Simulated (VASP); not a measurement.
# N (P6_3/mmc) in VASP: notebook

The runs below take N through single point, with LDA.

Program: VASP 6.6.1. These are calculated values, not measurements. Logs are shortened: lines on timing, memory, paths and dates and some standing lists are left out, and cuts for length are marked.

### Step 1. The cell of the first run

It takes space group P6_3/mmc (No. 194, hexagonal). The conventional cell has a = 3.738 Å, b = 3.738 Å, c = 5.713 Å, α = 90.00°, β = 90.00°, γ = 120.00°. N (site symmetry -6m2) has 12 N at 3.58 to 3.74 Å within 4.7 Å.

### Step 2. Single point, LDA, collinear spin, ferromagnetic start (strain +0.030 along x and y, -0.030 along z)

File INCAR:

```
SYSTEM = N
  PREC = Accurate
  ENCUT = 520
  EDIFF = 1E-6
  ISMEAR = 0
  SIGMA = 0.05
  LREAL = .False.
  LASPH = .True.
  NELM = 150
  ALGO = Normal
  ISIF = 2
  LWAVE = .False.
  LCHARG = .True.
  ISPIN = 2
  MAGMOM = 3.18 3.18
  LORBIT = 11
  GGA = CA
  LELF = .True.
  LVHAR = .True.
  NBANDS = 16
```

File KPOINTS:

```
Automatic mesh
0
Gamma
  12 12 6
  0 0 0
```

File POSCAR:

```
N
1.0
    3.7378716991      0.0000000000      0.0000000000
   -1.8689358496      3.2370918475      0.0000000000
    0.0000000000      0.0000000000      5.7133000000
N
2
Direct
    0.3333333333      0.6666666667      0.2500000000
    0.6666666667      0.3333333333      0.7500000000
```

Potentials or basis: VASP PAW LDA potentials, release 64 (N).

Launch:

```bash
> cat potpaw_LDA.64/N/POTCAR > POTCAR
> mpirun -np 1 vasp_std > vasp.out
```

OUTCAR:

```text
SYSTEM = N
   PREC = Accurate
   ENCUT = 520
   EDIFF = 1E-6
   ISMEAR = 0
   LREAL = .False.
   LASPH = .True.
   NELM = 150
   ISIF = 2
   ISPIN = 2
   LORBIT = 11
   GGA = CA

 ion  position               nearest neighbor table
   1  0.333  0.667  0.250-
   2  0.667  0.333  0.750-

  LATTYP: Found a hexagonal cell.
 ALAT       =     3.7378716991
 C/A-ratio  =     1.5284901302

  Lattice vectors:

 A1 = (   3.7378716991,   0.0000000000,   0.0000000000)
 A2 = (  -1.8689358496,   3.2370918475,   0.0000000000)
 A3 = (   0.0000000000,   0.0000000000,   5.7133000000)

Analysis of symmetry for initial positions (statically):
=====================================================================
 Subroutine PRICEL returns:
 Original cell was already a primitive cell.

 Routine SETGRP: Setting up the symmetry group for a
 hexagonal supercell.

 Subroutine GETGRP returns: Found 24 space group operations
 (whereof 12 operations were pure point group operations)
 out of a pool of 24 trial point group operations.

The static configuration has the point symmetry D_3d.
 The point group associated with its full space group is D_6h.

Analysis of symmetry for dynamics (positions and initial velocities):
=====================================================================
 Subroutine PRICEL returns:
 Original cell was already a primitive cell.

 Routine SETGRP: Setting up the symmetry group for a
 hexagonal supercell.

 Subroutine GETGRP returns: Found 24 space group operations
 (whereof 12 operations were pure point group operations)
 out of a pool of 24 trial point group operations.

The dynamic configuration has the point symmetry D_3d.
 The point group associated with its full space group is D_6h.

Analysis of structural, dynamic, and magnetic symmetry:
=====================================================================
 Subroutine PRICEL returns:
 Original cell was already a primitive cell.

 Routine SETGRP: Setting up the symmetry group for a
 hexagonal supercell.

 Subroutine GETGRP returns: Found 24 space group operations
 (whereof 12 operations were pure point group operations)
 out of a pool of 24 trial point group operations.

The overall configuration has the point symmetry D_3d.
 The point group associated with its full space group is D_6h.

 Subroutine INISYM returns: Found 24 space group operations
 (whereof 12 operations are pure point group operations),
 and found     1 'primitive' translations

----------------------------------------------------------------------------------------

                                     Primitive cell

  volume of cell :      69.1300

  direct lattice vectors                    reciprocal lattice vectors
     3.737871699  0.000000000  0.000000000     0.267531922  0.154459627  0.000000000
    -1.868935850  3.237091847  0.000000000     0.000000000  0.308919254  0.000000000
     0.000000000  0.000000000  5.713300000     0.000000000  0.000000000  0.175030193

  length of vectors
     3.737871699  3.737871699  5.713300000     0.308919254  0.308919254  0.175030193

  position of ions in fractional coordinates (direct lattice)
     0.333333333  0.666666667  0.250000000
     0.666666667  0.333333333  0.750000000

  ion indices of the primitive-cell ions
   primitive index   ion index
                 1           1
                 2           2

----------------------------------------------------------------------------------------

 KPOINTS: Automatic mesh

Automatic generation of k-mesh.
 Grid dimensions read from file:
 generate k-points for:   12   12    6

 Generating k-lattice:

  Cartesian coordinates                     Fractional coordinates (reciprocal lattice)
     0.022294327  0.012871636  0.000000000     0.083333333  0.000000000  0.000000000
     0.000000000  0.025743271  0.000000000     0.000000000  0.083333333  0.000000000
     0.000000000  0.000000000  0.029171699     0.000000000  0.000000000  0.166666667

  Length of vectors
     0.025743271  0.025743271  0.029171699

  Shift w.r.t. Gamma in fractional coordinates (k-lattice)
     0.000000000  0.000000000  0.000000000

 Subroutine IBZKPT returns following result:
 ===========================================

 Found     76 irreducible k-points:

 Following reciprocal coordinates:
            Coordinates               Weight
  0.000000  0.000000  0.000000      1.000000
  0.083333  0.000000  0.000000      6.000000
  0.166667  0.000000  0.000000      6.000000
  0.250000  0.000000  0.000000      6.000000
  0.333333  0.000000  0.000000      6.000000
  0.416667  0.000000  0.000000      6.000000
[... 16 lines left out ...]
  0.250000  0.000000  0.166667     12.000000
  0.333333  0.000000  0.166667     12.000000
 [... further k-points ...]
   k-points           NKPTS =     76   k-points in BZ     NKDIM =     76   number of bands    NBANDS=     16
   number of dos      NEDOS =    301   number of ions     NIONS =      2
   total plane-waves  NPLWV =  32928
   dimension x,y,z NGX =    28 NGY =   28 NGZ =   42
   dimension x,y,z NGXF=    56 NGYF=   56 NGZF=   84
   ions per type =               2
   NGX,Y,Z   is equivalent  to a cutoff of  12.45, 12.45, 12.22 a.u.
   NGXF,Y,Z  is equivalent  to a cutoff of  24.91, 24.91, 24.44 a.u.
 SYSTEM =  N
   PREC   = accura    normal or accurate (medium, high low for compatibility)
   ISTART =      0    job   : 0-new  1-cont  2-samecut
   ICHARG =      2    charge: 1-file 2-atom 10-const
   ISPIN  =      2    spin polarized calculation?
   LNONCOLLINEAR =      F non collinear calculations
   LSORBIT =      F    spin-orbit coupling
   LASPH  =      T    aspherical Exc in radial PAW
   ENCUT  =  520.0 eV  38.22 Ry    6.18 a.u.   6.95  6.95 10.62*2*pi/ulx,y,z
   NELM   =    150;   NELMIN=  2; NELMDL= -5     # of ELM steps
   EDIFF  = 0.1E-05   stopping-criterion for ELM
   LREAL  =      F    real-space projection
   EDIFFG = 0.1E-04   stopping-criterion for IOM
   NSW    =      0    number of steps for IOM
   IBRION =     -1    ionic relax: 0-MD 1-quasi-New 2-CG
   NFREE  =      0    steps in history (QN), initial steepest desc. (CG)
   ISIF   =      2    stress and relaxation
   ISYM   =      2    0-nonsym 1-usesym 2-fastsym
   POTIM  = 0.5000    time-step for ionic-motion
   TEBEG  =    0.0;   TEEND  =   0.0 temperature during run
   PSTRESS=    0.0 pullay stress
   NELECT =      10.0000    total number of electrons
   NUPDOWN=      -1.0000    fix difference up-down
   EMIN   =  10.00;   EMAX   =-10.00  energy-range for DOS
   EFERMI =   0.00;   METHOD = LEGACY
   ISMEAR =     0;   SIGMA  =   0.05  broadening in eV -4-tet -1-fermi 0-gaus
   EFERMI_NEDOS =   21; number of points for ismear=-14 and -15
   IALGO  =     38    algorithm
   IMIX   =      4    mixing-type and parameters
     AMIX     =   0.40;   BMIX     =  1.00
     AMIX_MAG =   1.60;   BMIX_MAG =  1.00
  volume/ion in A,a.u.               =      34.56       233.26
  Fermi-wavevector in a.u.,A,eV,Ry     =   0.859382  1.623996 10.048401  0.738537
  Thomas-Fermi vector in A             =   1.976728
   LORBIT       =     11    0 simple, 1 ext, 2 COOP (PROOUT), +10 PAW based schemes
   GGA     = CA    functional components
   LHFCALC =     F    Hartree Fock is set to
   AEXX    =    0.0000 exact exchange contribution
   IVDW    =     0    specifies the selected vdW correction
   LEPSILON=     F    determine dielectric tensor
   LRPA    =     F    only Hartree local field effects (RPA)
 spin polarized calculation
 Gauss-broadening in eV      SIGMA  =   0.05
  energy-cutoff  :      520.00
  volume of cell :       69.13
 maximum number of plane-waves:      1882
 NGX is ok and might be reduce to    28
   NGX = 13   NGY = 13   NGZ = 21

 number of electron      10.0000000 magnetization       6.0000266

 Free energy of the ion-electron system (eV)
  ---------------------------------------------------
  ext. energy  EPLUGINS =         0.00000000
  ---------------------------------------------------
  free energy    TOTEN  =        -5.89629619 eV

  energy without entropy =       -5.89629619  energy(sigma->0) =       -5.89629619

 E-fermi :  -5.2070     XC(G=0):  -6.0235

 val. band max:       -5.4253340977   @ k =   0.0000   0.0000   0.0000
 cond. band min:      -3.2750852935   @ k =   0.0000   0.0000   0.0000
 fundamental gap:      2.1502488041
 Fermi energy:        -5.2070342266

 spin component 1

 k-point     1 :       0.0000    0.0000    0.0000
  band No.  band energies     occupation
      1     -17.4982      1.00000
      2     -17.1384      1.00000
      3      -6.7351      1.00000
      4      -5.6864      1.00000
      5      -5.6864      1.00000
      6      -5.5245      1.00000
[... 8 lines left out ...]
     15      12.5306      0.00000
     16      12.5306      0.00000

 k-point     2 :       0.0833    0.0000    0.0000
  band No.  band energies     occupation
      1     -17.4824      1.00000
      2     -17.1332      1.00000
      3      -6.7063      1.00000
      4      -5.7447      1.00000
      5      -5.7056      1.00000
      6      -5.5895      1.00000
[... 8 lines left out ...]
     15      12.7068      0.00000
     16      13.0187      0.00000

 k-point     3 :       0.1667    0.0000    0.0000
  band No.  band energies     occupation
      1     -17.4381      1.00000
      2     -17.1199      1.00000
      3      -6.6234      1.00000
      4      -5.9091      1.00000
      5      -5.7545      1.00000
      6      -5.7502      1.00000
[... 8 lines left out ...]
     15      11.6498      0.00000
     16      12.7085      0.00000
[... 362 lines left out ...]
 k-point    23 :       0.2500    0.0000    0.1667
  band No.  band energies     occupation
      1     -17.3562      1.00000
      2     -17.1231      1.00000
      3      -6.4926      1.00000
      4      -6.1081      1.00000
      5      -5.9713      1.00000
      6      -5.7995      1.00000
[... 8 lines left out ...]
     15      11.3129      0.00000
     16      11.9194      0.00000

 k-point    24 :       0.3333    0.0000    0.1667
  band No.  band energies     occupation
      1     -17.2884      1.00000
      2     -17.1090      1.00000
      3      -6.4880      1.00000
      4      -6.2588      1.00000
      5      -6.0890      1.00000
      6      -5.8552      1.00000
[... 8 lines left out ...]
     15      11.3996      0.00000
     16      11.5656      0.00000

 [... further k-points ...]

 spin component 2

 k-point     1 :       0.0000    0.0000    0.0000
  band No.  band energies     occupation
      1     -13.4797      1.00000
      2     -12.9334      1.00000
      3      -3.2751      0.00000
      4      -1.5373      0.00000
      5      -1.5373      0.00000
      6      -1.2964      0.00000
[... 8 lines left out ...]
     15      13.8886      0.00000
     16      13.8886      0.00000

 k-point     2 :       0.0833    0.0000    0.0000
  band No.  band energies     occupation
      1     -13.4559      1.00000
      2     -12.9251      1.00000
      3      -3.2300      0.00000
      4      -1.6461      0.00000
      5      -1.5705      0.00000
      6      -1.4302      0.00000
[... 8 lines left out ...]
     15      14.0511      0.00000
     16      14.2181      0.00000

 k-point     3 :       0.1667    0.0000    0.0000
  band No.  band energies     occupation
      1     -13.3888      1.00000
      2     -12.9037      1.00000
      3      -3.0994      0.00000
      4      -1.9571      0.00000
      5      -1.7220      0.00000
      6      -1.6535      0.00000
[... 8 lines left out ...]
     15      12.9093      0.00000
     16      13.9473      0.00000
[... 362 lines left out ...]
 k-point    23 :       0.2500    0.0000    0.1667
  band No.  band energies     occupation
      1     -13.2641      1.00000
      2     -12.9077      1.00000
      3      -2.8976      0.00000
      4      -2.3397      0.00000
      5      -2.0582      0.00000
      6      -1.7296      0.00000
[... 8 lines left out ...]
     15      12.8046      0.00000
     16      13.2081      0.00000

 k-point    24 :       0.3333    0.0000    0.1667
  band No.  band energies     occupation
      1     -13.1587      1.00000
      2     -12.8842      1.00000
      3      -2.9071      0.00000
      4      -2.5719      0.00000
      5      -2.2410      0.00000
      6      -1.8203      0.00000
[... 8 lines left out ...]
     15      12.7938      0.00000
     16      13.0713      0.00000

 [... further k-points ...]

------------------------ aborting loop because EDIFF is reached ----------------------------------------

  FORCE on cell =-STRESS in cart. coord.  units (eV):
  Direction    XX          YY          ZZ          XY          YZ          ZX
  --------------------------------------------------------------------------------------
  -------------------------------------------------------------------------------------
  Total       -0.1791712     -0.1791712     -0.1546673      0.0000000     -0.0000000      0.0000000
  in kB       -4.1525263     -4.1525263     -3.5846157      0.0000000     -0.0000000      0.0000000
  external PRESSURE =      -3.9632228 kB  Pullay stress =       0.0000000 kB

 VOLUME and BASIS-vectors are now :
 -----------------------------------------------------------------------------
  energy-cutoff  :      520.00
  volume of cell :       69.13
      direct lattice vectors                 reciprocal lattice vectors
     3.737871699  0.000000000  0.000000000     0.267531922  0.154459627  0.000000000
    -1.868935850  3.237091847  0.000000000     0.000000000  0.308919254  0.000000000
     0.000000000  0.000000000  5.713300000     0.000000000  0.000000000  0.175030193

 POSITION                                       TOTAL-FORCE (eV/Angst)
 -----------------------------------------------------------------------------------
     -0.00000      2.15806      1.42833         0.000000      0.000000     -0.000000
      1.86894      1.07903      4.28498        -0.000000     -0.000000      0.000000
 -----------------------------------------------------------------------------------
    total drift:                               -0.000000      0.000000     -0.000000

  FREE ENERGIE OF THE ION-ELECTRON SYSTEM (eV)
  ---------------------------------------------------
  free  energy   TOTEN  =        -5.8962961870 eV

  energy  without entropy=       -5.8962961870  energy(sigma->0) =       -5.89629619

 total charge

# of ion       s       p       d       tot
------------------------------------------
    1        1.352   1.888   0.000   3.240
    2        1.352   1.888   0.000   3.240
--------------------------------------------------
tot          2.705   3.775   0.000   6.480

 magnetization (x)

# of ion       s       p       d       tot
------------------------------------------
    1        0.037   1.887   0.000   1.925
    2        0.037   1.887   0.000   1.925
--------------------------------------------------
tot          0.074   3.775   0.000   3.849
```

Wall time 93 s (1 thread of Intel Xeon 6975P-C, shared host); peak memory 0.23 GiB.

Results:

```yaml
Free_energy: -5.8963 eV
Pressure: -0.4 GPa
Band_gap_on_the_k_mesh: 2.15 eV, direct
Net_moment: 6.00 μB per cell
Site_moments: N +1.93 μB
Valence_electrons_inside_the_program's_atomic_spheres: N 3.24
```

Caveat: the cell differs from its parent crystal (strain +0.030 along x and y, -0.030 along z).

(Continued in part 2 of 2.)
